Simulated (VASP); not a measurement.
Input of a VASP 6.6.1 run:

The input INCAR:

```
SYSTEM = Be4Ga2C
PREC = Accurate
ENCUT = 520
EDIFF = 1E-7
ISMEAR = 0
SIGMA = 0.1
LREAL = .FALSE.
LASPH = .TRUE.
NELM = 80
ALGO = Normal
ISIF = 2
LWAVE = .FALSE.
LCHARG = .FALSE.
GGA = PE
NBANDS = 28
```

KPOINTS

```
regular mesh
0
G
  4 4 4
  0 0 0
```

The input POSCAR:

```
Be4Ga2C
1.0
    4.1820870859      0.0000000000      0.0000000000
    0.3555934802      4.2051206370      0.0000000000
    0.8055248993      1.3582786116      5.1519107363
Be Ga C
4 2 1
Direct
    0.8846733482      0.1857181401      0.6277264118
    0.9991517820      0.7184988028      0.4890254485
    0.8556684306      0.5666297021      0.8767057731
    0.7349757360      0.5037417158      0.2867971167
    0.2863229416      0.6685839884      0.0835176327
    0.4860332235      0.0029689570      0.4059408196
    0.1373950681      0.8538586935      0.7302867977
```

Potentials or basis: VASP PAW PBE potentials, release 64 (Be, Ga_d, C).

The run is started by

```console
$ cat potpaw_PBE.64/Be/POTCAR potpaw_PBE.64/Ga_d/POTCAR potpaw_PBE.64/C/POTCAR > POTCAR
$ mpirun -np 1 vasp_std > vasp.out
```

**Question.** Predict the band gap on the k mesh.

**Answer.** Zero (bands 19 and 20 overlap by 0.53 eV).

**Question.** Estimate the largest force.

**Answer.** 0.117 eV/Å.

**Question.** Predict the pressure.

**Answer.** 0.1 GPa.

Forces in eV/Å, atoms in the order of the input:
```
Be  -0.023 -0.016 -0.049
Be  -0.001  0.030 -0.113
Be   0.011  0.016  0.080
Be   0.045 -0.011  0.003
Ga  -0.053 -0.015  0.039
Ga  -0.040  0.015 -0.049
C    0.061 -0.019  0.089
```

Caveat: the k points lie up to 0.39 Å⁻¹ apart, too coarse for converged energies and pressures of a metal.
